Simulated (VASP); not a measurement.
# BaZrO3 (Pm-3m) in VASP: further runs, part 2 of 2

VASP 6.6.1. Earlier steps stand in the parts before.

### Step 4. Relaxation of cell and atoms, PBEsol, target pressure 20 GPa, at which the enthalpy is minimised

This run uses another cell than the first one, of 13.21 Å³/atom, 0.892 times its volume.

Contents of INCAR:

```
SYSTEM = BaZrO3
PREC = Accurate ; ENCUT = 600
EDIFF = 1E-6 ; ISMEAR = 0
SIGMA = 0.02 ; LREAL = .False.
LASPH = .True. ; NELM = 100
ALGO = Normal ; ISIF = 3
LWAVE = .False. ; LCHARG = .False.
GGA = PS ; IBRION = 2
NSW = 70 ; EDIFFG = -0.008
PSTRESS = 200.0
```

Contents of KPOINTS:

```
Automatic mesh
0
Gamma
  6 6 6
  0 0 0
```

Contents of POSCAR:

```
BaZrO3
1.0
    4.0423831728      0.0000000000      0.0000000000
    0.0000000000      4.0423831728      0.0000000000
    0.0000000000      0.0000000000      4.0423831728
Ba Zr O
1 1 3
Direct
    0.0000000000      0.0000000000      0.0000000000
    0.5000000000      0.5000000000      0.5000000000
    0.5000000000      0.0000000000      0.5000000000
    0.5000000000      0.5000000000      0.0000000000
    0.0000000000      0.5000000000      0.5000000000
```

Potentials or basis: VASP PAW PBE potentials, release 64 (Ba_sv, Zr_sv, O).

Command:

```bash
$ cat potpaw_PBE.64/Ba_sv/POTCAR potpaw_PBE.64/Zr_sv/POTCAR potpaw_PBE.64/O/POTCAR > POTCAR
$ mpirun -np 1 vasp_std > vasp.out
```

OUTCAR:

```text
SYSTEM = BaZrO3
   PREC = Accurate
   ENCUT = 600
   EDIFF = 1E-6
   ISMEAR = 0
   LREAL = .False.
   LASPH = .True.
   NELM = 100
   ISIF = 3
   GGA = PS
   IBRION = 2
   NSW = 70
   EDIFFG = -0.008
   PSTRESS = 200.0

 ion  position               nearest neighbor table
   1  0.000  0.000  0.000-   3 2.86   4 2.86   5 2.86   3 2.86   5 2.86   4 2.86   5 2.86   5 2.86
                             3 2.86   4 2.86   3 2.86   4 2.86   2 3.50   2 3.50   2 3.50   2 3.50
   2  0.500  0.500  0.500-   3 2.02   4 2.02   5 2.02   4 2.02   3 2.02   5 2.02   1 3.50   1 3.50
                             1 3.50   1 3.50   1 3.50   1 3.50   1 3.50   1 3.50
   3  0.500  0.000  0.500-   2 2.02   2 2.02   1 2.86   1 2.86   1 2.86   1 2.86
   4  0.500  0.500  0.000-   2 2.02   2 2.02   1 2.86   1 2.86   1 2.86   1 2.86
   5  0.000  0.500  0.500-   2 2.02   2 2.02   1 2.86   1 2.86   1 2.86   1 2.86

  LATTYP: Found a simple cubic cell.
 ALAT       =     4.0423831728

  Lattice vectors:

 A1 = (   4.0423831728,   0.0000000000,   0.0000000000)
 A2 = (   0.0000000000,   4.0423831728,   0.0000000000)
 A3 = (   0.0000000000,   0.0000000000,   4.0423831728)

Analysis of symmetry for initial positions (statically):
=====================================================================
 Subroutine PRICEL returns:
 Original cell was already a primitive cell.

 Routine SETGRP: Setting up the symmetry group for a
 simple cubic supercell.

 Subroutine GETGRP returns: Found 48 space group operations
 (whereof 48 operations were pure point group operations)
 out of a pool of 48 trial point group operations.

The static configuration has the point symmetry O_h .

Analysis of symmetry for dynamics (positions and initial velocities):
=====================================================================
 Subroutine PRICEL returns:
 Original cell was already a primitive cell.

 Routine SETGRP: Setting up the symmetry group for a
 simple cubic supercell.

 Subroutine GETGRP returns: Found 48 space group operations
 (whereof 48 operations were pure point group operations)
 out of a pool of 48 trial point group operations.

The dynamic configuration has the point symmetry O_h .

 Subroutine INISYM returns: Found 48 space group operations
 (whereof 48 operations are pure point group operations),
 and found     1 'primitive' translations

----------------------------------------------------------------------------------------

                                     Primitive cell

  volume of cell :      66.0560

  direct lattice vectors                    reciprocal lattice vectors
     4.042383173  0.000000000  0.000000000     0.247378825  0.000000000  0.000000000
     0.000000000  4.042383173  0.000000000     0.000000000  0.247378825  0.000000000
     0.000000000  0.000000000  4.042383173     0.000000000  0.000000000  0.247378825

  length of vectors
     4.042383173  4.042383173  4.042383173     0.247378825  0.247378825  0.247378825

  position of ions in fractional coordinates (direct lattice)
     0.000000000  0.000000000  0.000000000
     0.500000000  0.500000000  0.500000000
     0.500000000  0.000000000  0.500000000
     0.500000000  0.500000000  0.000000000
     0.000000000  0.500000000  0.500000000

  ion indices of the primitive-cell ions
   primitive index   ion index
                 1           1
                 2           2
                 3           3
                 4           4
                 5           5

----------------------------------------------------------------------------------------

 KPOINTS: Automatic mesh

Automatic generation of k-mesh.
 Grid dimensions read from file:
 generate k-points for:    6    6    6

 Generating k-lattice:

  Cartesian coordinates                     Fractional coordinates (reciprocal lattice)
     0.041229804  0.000000000  0.000000000     0.166666667  0.000000000  0.000000000
     0.000000000  0.041229804  0.000000000     0.000000000  0.166666667  0.000000000
     0.000000000  0.000000000  0.041229804     0.000000000  0.000000000  0.166666667

  Length of vectors
     0.041229804  0.041229804  0.041229804

  Shift w.r.t. Gamma in fractional coordinates (k-lattice)
     0.000000000  0.000000000  0.000000000

 Subroutine IBZKPT returns following result:
 ===========================================

 Found     20 irreducible k-points:

 Following reciprocal coordinates:
            Coordinates               Weight
  0.000000  0.000000  0.000000      1.000000
  0.166667  0.000000  0.000000      6.000000
  0.333333  0.000000  0.000000      6.000000
  0.500000  0.000000  0.000000      3.000000
  0.166667  0.166667  0.000000     12.000000
  0.333333  0.166667  0.000000     24.000000
[... 12 lines left out ...]
  0.500000  0.500000  0.333333      6.000000
  0.500000  0.500000  0.500000      1.000000
   k-points           NKPTS =     20   k-points in BZ     NKDIM =     20   number of bands    NBANDS=     24
   number of dos      NEDOS =    301   number of ions     NIONS =      5
   total plane-waves  NPLWV =  32768
   dimension x,y,z NGX =    32 NGY =   32 NGZ =   32
   dimension x,y,z NGXF=    64 NGYF=   64 NGZF=   64
   ions per type =               1   1   3
   NGX,Y,Z   is equivalent  to a cutoff of  13.16, 13.16, 13.16 a.u.
   NGXF,Y,Z  is equivalent  to a cutoff of  26.32, 26.32, 26.32 a.u.
 SYSTEM =  BaZrO3
   PREC   = accura    normal or accurate (medium, high low for compatibility)
   ISTART =      0    job   : 0-new  1-cont  2-samecut
   ICHARG =      2    charge: 1-file 2-atom 10-const
   ISPIN  =      1    spin polarized calculation?
   LNONCOLLINEAR =      F non collinear calculations
   LSORBIT =      F    spin-orbit coupling
   LASPH  =      T    aspherical Exc in radial PAW
   ENCUT  =  600.0 eV  44.10 Ry    6.64 a.u.   8.07  8.07  8.07*2*pi/ulx,y,z
   NELM   =    100;   NELMIN=  2; NELMDL= -5     # of ELM steps
   EDIFF  = 0.1E-05   stopping-criterion for ELM
   LREAL  =      F    real-space projection
   EDIFFG = -.8E-02   stopping-criterion for IOM
   NSW    =     70    number of steps for IOM
   IBRION =      2    ionic relax: 0-MD 1-quasi-New 2-CG
   NFREE  =      1    steps in history (QN), initial steepest desc. (CG)
   ISIF   =      3    stress and relaxation
   ISYM   =      2    0-nonsym 1-usesym 2-fastsym
   POTIM  = 0.5000    time-step for ionic-motion
   TEBEG  =    0.0;   TEEND  =   0.0 temperature during run
   PSTRESS=  200.0 pullay stress
   NELECT =      40.0000    total number of electrons
   NUPDOWN=      -1.0000    fix difference up-down
   EMIN   =  10.00;   EMAX   =-10.00  energy-range for DOS
   EFERMI =   0.00;   METHOD = LEGACY
   ISMEAR =     0;   SIGMA  =   0.02  broadening in eV -4-tet -1-fermi 0-gaus
   EFERMI_NEDOS =   21; number of points for ismear=-14 and -15
   IALGO  =     38    algorithm
   IMIX   =      4    mixing-type and parameters
     AMIX     =   0.40;   BMIX     =  1.00
     AMIX_MAG =   1.60;   BMIX_MAG =  1.00
  volume/ion in A,a.u.               =      13.21        89.15
  Fermi-wavevector in a.u.,A,eV,Ry     =   1.385024  2.617316 26.099946  1.918292
  Thomas-Fermi vector in A             =   2.509473
   LORBIT       =      0    0 simple, 1 ext, 2 COOP (PROOUT), +10 PAW based schemes
   GGA     = PS    functional components
   LHFCALC =     F    Hartree Fock is set to
   AEXX    =    0.0000 exact exchange contribution
   IVDW    =     0    specifies the selected vdW correction
   LEPSILON=     F    determine dielectric tensor
   LRPA    =     F    only Hartree local field effects (RPA)
 conjugate gradient relaxation of ions
 non-spin polarized calculation
 Gauss-broadening in eV      SIGMA  =   0.02
  energy-cutoff  :      600.00
  volume of cell :       66.06
 maximum number of plane-waves:      2272
   NGX = 17   NGY = 17   NGZ = 17

--------------------------------------- Ionic step        1  -------------------------------------------

 number of electron      40.0000013 magnetization

 Free energy of the ion-electron system (eV)
  ---------------------------------------------------
  ext. energy  EPLUGINS =         0.00000000
  ---------------------------------------------------
  free energy    TOTEN  =       -43.14610625 eV

  energy without entropy =      -43.14610625  energy(sigma->0) =      -43.14610625

------------------------ aborting loop because EDIFF is reached ----------------------------------------

  FORCE on cell =-STRESS in cart. coord.  units (eV):
  Direction    XX          YY          ZZ          XY          YZ          ZX
  --------------------------------------------------------------------------------------
  -------------------------------------------------------------------------------------
  Total        9.1342488      9.1342488      9.1342488     -0.0000000      0.0000000     -0.0000000
  in kB      221.5496077    221.5496077    221.5496077     -0.0000000      0.0000000     -0.0000000
  external PRESSURE =      21.5496077 kB  Pullay stress =     200.0000000 kB
[... 67 lines left out ...]
  enthalpy is  TOTEN    =       -34.8895657940 eV   P V=        8.4596633930

--------------------------------------- Ionic step        3  -------------------------------------------

 number of electron      40.0000015 magnetization

 Free energy of the ion-electron system (eV)
  ---------------------------------------------------
  ext. energy  EPLUGINS =         0.00000000
  ---------------------------------------------------
  free energy    TOTEN  =       -43.22184756 eV

  energy without entropy =      -43.22184756  energy(sigma->0) =      -43.22184756

 E-fermi :   4.5173     XC(G=0): -11.5350

 val. band max:        4.3816300528   @ k =   0.5000   0.5000   0.5000
 cond. band min:       7.6764016534   @ k =   0.0000   0.0000   0.0000
 fundamental gap:      3.2947716006
 Fermi energy:         4.5172638613

 k-point     1 :       0.0000    0.0000    0.0000
  band No.  band energies     occupation
      1     -41.8785      2.00000
      2     -20.5859      2.00000
      3     -20.2488      2.00000
      4     -20.2488      2.00000
      5     -20.2488      2.00000
      6     -12.0568      2.00000
[... 561 lines left out ...]
  FREE ENERGIE OF THE ION-ELECTRON SYSTEM (eV)
  ---------------------------------------------------
  free  energy   TOTEN  =       -43.2218475627 eV

  energy  without entropy=      -43.2218475627  energy(sigma->0) =      -43.22184756

  enthalpy is  TOTEN    =       -34.9041568964 eV   P V=        8.3176906663

 reached required accuracy - stopping structural energy minimisation
```

Wall time 39 s (1 thread of Intel Xeon Platinum 8559C (Emerald Rapids), shared host); peak memory 0.2 GiB.

Results:

```yaml
Free_energy: -43.2218 eV
Relaxed_volume: 13.33 Å³/atom
Relaxed_cell: a = 4.054 Å, b = 4.054 Å, c = 4.054 Å, α = 90.00°, β = 90.00°, γ = 90.00°
Space_group_after_relaxing_to_0.05_Å: Pm-3m (No. 221)
Energy_change_on_relaxing_the_enthalpy_is_what_falls: -15.1 meV/atom
Ionic_steps: 3
Pressure_after_relaxing: 20.0 GPa
Band_gap_on_the_k_mesh: 3.29 eV, indirect (least direct gap 3.36 eV)
```

Step by step:
```tsv
step	energy change (eV)	largest force (eV/Å)	pressure (GPa)	volume (Å³)
1	0.0000	0.0000	22.15	66.06
2	-0.2031	0.0000	15.96	67.77
3	-0.0757	0.0000	20.00	66.63
```

Final structure:
```
Ba Zr O
1.0
     4.05410    0.00000    0.00000
     0.00000    4.05410    0.00000
     0.00000    0.00000    4.05410
Ba Zr O
1 1 3
Direct
  0.00000 0.00000 0.00000
  0.50000 0.50000 0.50000
  0.50000 0.00000 0.50000
  0.50000 0.50000 0.00000
  0.00000 0.50000 0.50000
```

Caveat: the cell is relaxed towards a set pressure, so the enthalpy falls and the energy may rise; the PAW data sets were made with another functional, which shifts forces and pressure a little; spin-orbit coupling is left out, which moves the levels of the heavy elements. A k mesh can miss the band edges.

### Step 5. Relaxation of cell and atoms, PBEsol, target pressure 10 GPa, at which the enthalpy is minimised

This run uses another cell than the first one, of 13.83 Å³/atom, 0.934 times its volume.

Contents of INCAR:

```
PREC = Accurate
ENCUT = 600
EDIFF = 1E-6
ISMEAR = 0
SIGMA = 0.02
LREAL = F
LASPH = T
NELM = 60
ALGO = Normal
ISIF = 3
LWAVE = F
LCHARG = F
GGA = PS
IBRION = 2
NSW = 70
EDIFFG = -0.008
PSTRESS = 100.0
```

Contents of KPOINTS:

```
regular mesh
0
Gamma
  6 6 6
```

POSCAR, as its differences from that of step 4:

```diff
@@ -2,5 +2,5 @@
 1.0
-    4.0423831728      0.0000000000      0.0000000000
-    0.0000000000      4.0423831728      0.0000000000
-    0.0000000000      0.0000000000      4.0423831728
+    4.1041604970      0.0000000000      0.0000000000
+    0.0000000000      4.1041604970      0.0000000000
+    0.0000000000      0.0000000000      4.1041604970
 Ba Zr O
```

Command:

```bash
$ cat potpaw_PBE.64/Ba_sv/POTCAR potpaw_PBE.64/Zr_sv/POTCAR potpaw_PBE.64/O/POTCAR > POTCAR
$ mpirun -np 1 vasp_std > vasp.out
```

Run time: 70 s. Hardware: 1 thread of Intel Xeon Platinum 8559C (Emerald Rapids), shared host; peak memory 0.22 GiB.

Results (log left out):

```
Free energy                                            : -43.5059 eV
Relaxed volume                                         : 13.93 Å³/atom
Relaxed cell                                           : a = 4.114 Å, b = 4.114 Å, c = 4.114 Å, α = 90.00°, β = 90.00°, γ = 90.00°
Space group after relaxing (to 0.05 Å)                 : Pm-3m (No. 221)
Energy change on relaxing (the enthalpy is what falls) : -6.9 meV/atom
Ionic steps                                            : 3
Pressure after relaxing                                : 10.0 GPa
Band gap on the k mesh                                 : 3.22 eV, indirect (least direct gap 3.36 eV)
```

The path:
```
step  energy change (eV)  largest force (eV/Å)  pressure (GPa)  volume (Å³)
   1              0.0000                0.0000           11.52        69.13
   2             -0.0789                0.0000            7.67        70.45
   3             -0.0344                0.0000           10.00        69.64
```

Final structure:
```xyz
5
Lattice="4.1143 0.0000 0.0000 0.0000 4.1143 0.0000 0.0000 0.0000 4.1143" Properties=species:S:1:pos:R:3 pbc="T T T"
Ba    0.0000    0.0000    0.0000
Zr    2.0571    2.0571    2.0571
O     2.0571    0.0000    2.0571
O     2.0571    2.0571    0.0000
O     0.0000    2.0571    2.0571
```

Levels at points of the mesh, in eV from the valence-band top:
| k point | band 17 | band 18 | band 19 | band 20 | band 21 | band 22 | band 23 | band 24 |
| --- | --- | --- | --- | --- | --- | --- | --- | --- |
| (0.00, 0.00, 0.00) | -1.09 | -0.15 | -0.15 | -0.15 | 3.22 | 3.22 | 3.22 | 4.60 |
| (0.50, 0.00, 0.00) | -1.84 | -1.84 | -0.35 | -0.35 | 3.73 | 6.06 | 6.06 | 6.57 |
| (0.50, 0.50, 0.00) | -0.93 | -0.93 | -0.64 | -0.09 | 6.01 | 6.01 | 6.73 | 6.79 |
| (0.50, 0.50, 0.50) | -2.58 | 0.00 | 0.00 | 0.00 | 6.12 | 6.12 | 6.12 | 7.49 |

Caveat: the cell is relaxed towards a set pressure, so the enthalpy falls and the energy may rise; the PAW data sets were made with another functional, which shifts forces and pressure a little; spin-orbit coupling is left out, which moves the levels of the heavy elements.

### Step 6. Overview

| task | cell | cutoff (eV) | gap on the mesh (eV) | pressure (GPa) |
| --- | --- | --- | --- | --- |
| single point | a = 4.199 Å, 5 atoms | 520 | 3.10 | -0.9 |
| relaxation of cell and atoms | relaxed to 40 GPa from a = 3.945 Å, 5 atoms | 600 | 3.31 | 40.0 |
| relaxation of cell and atoms | relaxed to 20 GPa from a = 4.042 Å, 5 atoms | 600 | 3.29 | 20.0 |
| relaxation of cell and atoms | relaxed to 10 GPa from a = 4.104 Å, 5 atoms | 600 | 3.22 | 10.0 |

Alike in all rows: level PBEsol; potentials or basis VASP PAW PBE potentials, release 64 (Ba_sv, Zr_sv, O); no spin polarisation; k mesh 6 × 6 × 6; smearing gaussian 0.02 eV.

Caveats: the PAW data sets were made with another functional, which shifts forces and pressure a little; spin-orbit coupling is left out, which moves the levels of the heavy elements; the cell is relaxed towards a set pressure, so the enthalpy falls and the energy may rise (some runs).

Total energies depend on the potentials used, so only differences within one code and one set of settings carry meaning.
